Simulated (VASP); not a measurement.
A run of VASP 6.6.1:

INCAR

```
SYSTEM = AlN
PREC = Accurate
ENCUT = 520
EDIFF = 1E-6
ISMEAR = -1
SIGMA = 0.05
LREAL = .FALSE.
LASPH = .TRUE.
NELM = 60
ALGO = Normal
ISIF = 2
LWAVE = .FALSE.
LCHARG = .FALSE.
GGA = PE
NBANDS = 16
```

KPOINTS

```
Automatic mesh
0
G
  7 7 4
  0 0 0
```

POSCAR

```
AlN
1.0
    3.1439983200      0.0000000000      0.0000000000
   -1.5719991600      2.7227824200      0.0000000000
    0.0000000000      0.0000000000      5.0460000000
N Al
2 2
Direct
    0.6666666700      0.3333333300      0.3810000000
    0.3333333300      0.6666666700      0.8810000000
    0.6666666700      0.3333333300      0.0000000000
    0.3333333300      0.6666666700      0.5000000000
```

Potentials or basis: VASP PAW PBE potentials, release 64 (N, Al).

Run with:

```sh
$ cat potpaw_PBE.64/N/POTCAR potpaw_PBE.64/Al/POTCAR > POTCAR
$ mpirun -np 1 vasp_std > vasp.out
```

Hardware: 1 thread of Intel(R) Xeon(R) Platinum 8488C (Sapphire Rapids), on a shared host.

**Question.** Estimate the wall time of this run.

**Answer.** Run time: 12 s on 1 thread of Intel(R) Xeon(R) Platinum 8488C (Sapphire Rapids), on a shared host, peak memory 0.15 GiB. Counts: scf iterations 13, k points 24.
